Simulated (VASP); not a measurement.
Input of a VASP 6.6.1 run:

Contents of INCAR:

```
SYSTEM = Si
PREC = Accurate ; ENCUT = 520
EDIFF = 1E-7 ; ISMEAR = 0
SIGMA = 0.15 ; LREAL = .FALSE.
LASPH = .TRUE. ; NELM = 80
ALGO = Normal ; ISIF = 2
LWAVE = .FALSE. ; LCHARG = .TRUE.
GGA = PE ; LELF = .TRUE.
LVHAR = .TRUE. ; NBANDS = 8
```

File KPOINTS:

```
regular mesh
0
G
  24 24 24
  0 0 0
```

POSCAR

```
Si
1.0
    2.6421154114      0.0000000000      0.0000000000
   -1.3210577057      2.2881390660     -0.0572034767
    0.0000000000     -0.0624227140      2.4969085588
Si
1
Direct
    0.0000000000      0.0000000000      0.0000000000
```

Potentials or basis: VASP PAW PBE potentials, release 64 (Si).

Command:

```console
$ cat potpaw_PBE.64/Si/POTCAR > POTCAR
$ mpirun -np 1 vasp_std > vasp.out
```

What does it give for the pressure?

0.0 GPa.

Predict the band gap on the k mesh.

zero (bands 2 and 3 overlap by 11.90 eV).

Stress tensor (GPa, compression positive):
```
 0.33  0.00  0.00
 0.00  0.76  3.60
 0.00  3.60 -1.06
```

Caveat: the cell differs from its parent crystal (strain -0.0500 x Voigt [0, 0, 0, 1, 0, 0]).
